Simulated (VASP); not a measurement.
Here is a VASP 6.6.1 calculation.

INCAR

```
SYSTEM = Mn
  PREC = Accurate
  ENCUT = 520
  EDIFF = 1E-6
  ISMEAR = -1
  SIGMA = 0.05
  LREAL = .FALSE.
  LASPH = .TRUE.
  NELM = 150
  ALGO = Normal
  ISIF = 2
  LWAVE = .FALSE.
  LCHARG = .FALSE.
  MAGMOM = 0 0 -0.46 0 0 0.46
  LORBIT = 11
  LSORBIT = .TRUE.
  GGA_COMPAT = .FALSE.
  LORBMOM = .TRUE.
  LMAXMIX = 4
  NBANDS = 38
```

Contents of KPOINTS:

```
Automatic mesh
0
G
  11 11 11
  0 0 0
```

The input POSCAR:

```
Mn
1.0
    0.0000000000      2.4147350413      2.4147350413
    2.4147350413      0.0000000000      2.4147350413
    2.4147350413      2.4147350413      0.0000000000
Mn
2
Direct
    0.1250000000      0.1250000000      0.1250000000
    0.8750000000      0.8750000000      0.8750000000
```

Potentials or basis: VASP PAW LDA potentials, release 64 (Mn_pv).

Launch:

```console
$ cat potpaw_LDA.64/Mn_pv/POTCAR > POTCAR
$ mpirun -np 1 vasp_ncl > vasp.out
```

(1) Predict the pressure.

(2) What does it give for the net moment?

Answers

(1) 1.3 GPa.

(2) 0.00 μB per cell.

Caveat: atoms lie so close that the PAW spheres overlap strongly, which falsifies energies and pressures.
